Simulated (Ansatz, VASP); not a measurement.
Two plane-wave programs on Rh

```
Rh
1.0
     0.00000    1.90036   -1.90036
    -1.90036    0.00000    1.90036
     3.80071    3.80071    3.80071
Rh
3
Direct
  0.00000 0.00000 0.00000
  0.33333 0.66667 0.33333
  0.66667 0.33333 0.66667
```

Alike in both runs: task single point; functional r2SCAN; k mesh 15 × 15 × 6; occupations fermi-dirac, width 0.08 eV; no spin polarisation.

```csv
,VASP,Ansatz
version,VASP 6.6.1,Ansatz 0.2.0
potentials or method,"VASP PAW PBE potentials, release 64 (Rh_sv_GW)","PAW with Ansatz's default frozen-core files, scalar-relativistic"
plane-wave cutoff (eV),580,500
valence electrons in the cell,51,51
```

```csv
,VASP,Ansatz,Ansatz less VASP
pressure (GPa),-1.6,0.0,+1.61
```

VASP's potentials were made for PBE, not for r2SCAN.
